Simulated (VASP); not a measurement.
# CuO (P6_3/mmc) in VASP: a series of runs, part 3 of 3

VASP 6.6.1. The steps go on from the part before.

## (6) Single point, LDA+U

File INCAR:

```
ALGO = Normal
EDIFF = 1E-7
ENCUT = 520
GGA = CA
ISIF = 2
ISMEAR = -1
LASPH = T
LCHARG = F
LDAU = T
LDAUJ = 0 0
LDAUL = 2 -1
LDAUPRINT = 1
LDAUTYPE = 2
LDAUU = 8 0
LMAXMIX = 4
LREAL = F
LWAVE = F
NBANDS = 25
NELM = 150
PREC = Accurate
SIGMA = 0.05
```

File KPOINTS:

```
k-points
0
Gamma
  10 10 6
```

File POSCAR:

```
CuO
1.0
    3.1795331000      0.0000000000      0.0000000000
   -1.5897665500      2.7535564400      0.0000000000
    0.0000000000      0.0000000000      4.4314907300
Cu O
2 2
Direct
    0.0000000000      0.0000000000      0.0000000000
    0.0000000000      0.0000000000      0.5000000000
    0.3333333333      0.6666666667      0.2500000000
    0.6666666667      0.3333333333      0.7500000000
```

Potentials or basis: VASP PAW LDA potentials, release 64 (Cu, O).

Command:

```bash
> cat potpaw_LDA.64/Cu/POTCAR potpaw_LDA.64/O/POTCAR > POTCAR
> mpirun -np 1 vasp_std > vasp.out
```

OUTCAR:

```text
EDIFF = 1E-7
   ENCUT = 520
   GGA = CA
   ISIF = 2
   ISMEAR = -1
   LASPH = T
   LREAL = F
   NELM = 150
   PREC = Accurate

 ion  position               nearest neighbor table
   1  0.000  0.000  0.000-   3 2.14   4 2.14   4 2.14   3 2.14   4 2.14   3 2.14   2 2.22   2 2.22

   2  0.000  0.000  0.500-   3 2.14   4 2.14   4 2.14   3 2.14   4 2.14   3 2.14   1 2.22   1 2.22

   3  0.333  0.667  0.250-   1 2.14   2 2.14   1 2.14   2 2.14   1 2.14   2 2.14
   4  0.667  0.333  0.750-   1 2.14   2 2.14   1 2.14   2 2.14   1 2.14   2 2.14

  LATTYP: Found a hexagonal cell.
 ALAT       =     3.1795331000
 C/A-ratio  =     1.3937551806

  Lattice vectors:

 A1 = (   3.1795331000,   0.0000000000,   0.0000000000)
 A2 = (  -1.5897665500,   2.7535564400,   0.0000000000)
 A3 = (   0.0000000000,   0.0000000000,   4.4314907300)

Analysis of symmetry for initial positions (statically):
=====================================================================
 Subroutine PRICEL returns:
 Original cell was already a primitive cell.
[... 243 lines left out ...]

  energy without entropy =      -16.78241405  energy(sigma->0) =      -16.79523622

 E-fermi :   4.2417     XC(G=0): -12.6738

 val. band max:        4.2401263548   @ k =   0.1000   0.0000   0.3333
 cond. band min:       4.2433732885   @ k =   0.3000   0.0000   0.0000
 fundamental gap:      0.0032469337
 Fermi energy:         4.2417345619

 k-point     1 :       0.0000    0.0000    0.0000
  band No.  band energies     occupation
      1     -13.9211      2.00000
      2     -12.3441      2.00000
      3      -1.8685      2.00000
      4      -1.3518      2.00000
      5      -1.3518      2.00000
      6      -1.2534      2.00000
[... 661 lines left out ...]
     24      17.8212      0.00000
     25      18.8794      0.00000

 [... further k-points ...]

------------------------ aborting loop because EDIFF is reached ----------------------------------------

  FORCE on cell =-STRESS in cart. coord.  units (eV):
  Direction    XX          YY          ZZ          XY          YZ          ZX
  --------------------------------------------------------------------------------------
  -------------------------------------------------------------------------------------
  Total       -7.1689869     -7.1689869      1.5841043      0.0000000      0.0000000      0.0000000
  in kB     -296.0473591   -296.0473598     65.4164814      0.0000000      0.0000000      0.0000000
  external PRESSURE =    -175.5594125 kB  Pullay stress =       0.0000000 kB

 VOLUME and BASIS-vectors are now :
 -----------------------------------------------------------------------------
  energy-cutoff  :      520.00
  volume of cell :       38.80
      direct lattice vectors                 reciprocal lattice vectors
     3.179533100  0.000000000  0.000000000     0.314511587  0.181583349  0.000000000
    -1.589766550  2.753556440  0.000000000     0.000000000  0.363166698  0.000000000
     0.000000000  0.000000000  4.431490730     0.000000000  0.000000000  0.225657699

 POSITION                                       TOTAL-FORCE (eV/Angst)
 -----------------------------------------------------------------------------------
      0.00000      0.00000      0.00000         0.000000      0.000000      0.000000
      0.00000      0.00000      2.21575         0.000000      0.000000      0.000000
     -0.00000      1.83570      1.10787        -0.000000     -0.000000     -0.000000
      1.58977      0.91785      3.32362         0.000000      0.000000      0.000000
 -----------------------------------------------------------------------------------
    total drift:                               -0.000000      0.000000      0.000000

  FREE ENERGIE OF THE ION-ELECTRON SYSTEM (eV)
  ---------------------------------------------------
  free  energy   TOTEN  =       -16.8080583953 eV

  energy  without entropy=      -16.7824140517  energy(sigma->0) =      -16.79523622
```

OSZICAR:

```text
N       E                     dE             d eps       ncg     rms          rms(c)
DAV:   1     0.278750524683E+03    0.27875E+03   -0.16886E+04  3104   0.230E+03
DAV:   2     0.161249702498E+02   -0.26263E+03   -0.24516E+03  2866   0.401E+02
DAV:   3    -0.177947116804E+02   -0.33920E+02   -0.32018E+02  3231   0.154E+02
DAV:   4    -0.189424625632E+02   -0.11478E+01   -0.11348E+01  3404   0.304E+01
DAV:   5    -0.189610381042E+02   -0.18576E-01   -0.18570E-01  3360   0.379E+00    0.107E+01
DAV:   6    -0.183997887732E+02    0.56125E+00   -0.13693E+01  3962   0.130E+02    0.891E+00
DAV:   7    -0.167960108969E+02    0.16038E+01   -0.48790E+00  3507   0.737E+01    0.178E+00
DAV:   8    -0.168179719420E+02   -0.21961E-01   -0.40152E-01  3002   0.519E+00    0.109E+00
DAV:   9    -0.168080536763E+02    0.99183E-02   -0.33721E-02  4627   0.341E+00    0.176E-01
DAV:  10    -0.168079983095E+02    0.55367E-04   -0.32271E-03  4291   0.873E-01    0.680E-02
DAV:  11    -0.168080688815E+02   -0.70572E-04   -0.58879E-04  4136   0.240E-01    0.301E-02
DAV:  12    -0.168080597040E+02    0.91775E-05   -0.31569E-05  4351   0.937E-02    0.106E-02
DAV:  13    -0.168080588859E+02    0.81814E-06   -0.72519E-06  4467   0.595E-02    0.561E-03
DAV:  14    -0.168080584201E+02    0.46577E-06   -0.10923E-06  3673   0.110E-02    0.167E-03
DAV:  15    -0.168080583953E+02    0.24817E-07   -0.15089E-07  2174   0.476E-03
   1 F= -.16808058E+02 E0= -.16795236E+02  d E =-.256443E-01
```

stdout:

```text
POSCAR found type information on POSCAR CuO
 POSCAR found :  2 types and       4 ions
 scaLAPACK will be used
 LDA part: xc-table for (Slater(with rela. corr.)+CA(PZ))
 , standard interpolation
 POSCAR, INCAR and KPOINTS ok, starting setup
 FFT: planning ... GRIDC
 FFT: planning ... GRID_SOFT
 FFT: planning ... GRID
 WAVECAR not read
 entering main loop
```

It took 19 s on 1 thread of Intel Xeon 6975P-C (Granite Rapids), shared host; peak memory 0.16 GiB.

Results:

| Property | Result |
| --- | --- |
| Free energy | -16.8081 eV |
| Pressure | -17.6 GPa |
| Band gap on the k mesh | zero (band 17 reaches 4.80 eV, above the bottom of band 18 at 3.65 eV) |

Levels at points of the mesh, in eV from the Fermi level:
| k point | band 14 | band 15 | band 16 | band 17 | band 18 | band 19 | band 20 | band 21 |
| --- | --- | --- | --- | --- | --- | --- | --- | --- |
| (0.00, 0.00, 0.00) | -1.76 | -0.97 | -0.90 | 0.56 | 0.56 | 2.53 | 6.26 | 12.19 |
| (0.50, 0.00, 0.00) | -2.50 | -2.46 | -2.31 | 0.23 | 0.55 | 7.65 | 7.75 | 10.65 |
| (0.00, 0.00, 0.50) | -2.52 | -0.14 | -0.14 | -0.14 | -0.14 | 5.17 | 5.17 | 14.66 |
| (0.50, 0.00, 0.50) | -2.84 | -0.64 | -0.64 | -0.53 | -0.53 | 7.03 | 7.03 | 10.96 |

Eigenvalues of the final occupation matrices:
| site | spin | trace | eigenvalues |
| --- | --- | --- | --- |
| site 1 d | 1 | 4.73 | 0.91 0.91 0.97 0.97 0.97 |
| site 1 d | 2 | 4.73 | 0.91 0.91 0.97 0.97 0.97 |
| site 2 d | 1 | 4.73 | 0.91 0.91 0.97 0.97 0.97 |
| site 2 d | 2 | 4.73 | 0.91 0.91 0.97 0.97 0.97 |

Caveat: U without spin polarisation on a metal has little footing.

## (7) Overview

| U | gap on the mesh (eV) | pressure (GPa) |
| --- | --- | --- |
| Cu d U = 3.0 eV | none | -12.6 |
| Cu d U = 4.0 eV | none | -13.6 |
| Cu d U = 5.0 eV | none | -14.6 |
| Cu d U = 6.0 eV | none | -15.6 |
| Cu d U = 8.0 eV | none | -17.6 |

Alike in all rows: task single point; level LDA+U; potentials or basis VASP PAW LDA potentials, release 64 (Cu, O); no spin polarisation; cell as given; k mesh 10 × 10 × 6; cutoff (eV) 520; smearing fermi-dirac 0.05 eV.

Every run on the cell as given and a fine mesh finds a metal.

Caveats: U without spin polarisation on a metal has little footing.

Absolute energies hang on the potentials; compare differences alone.
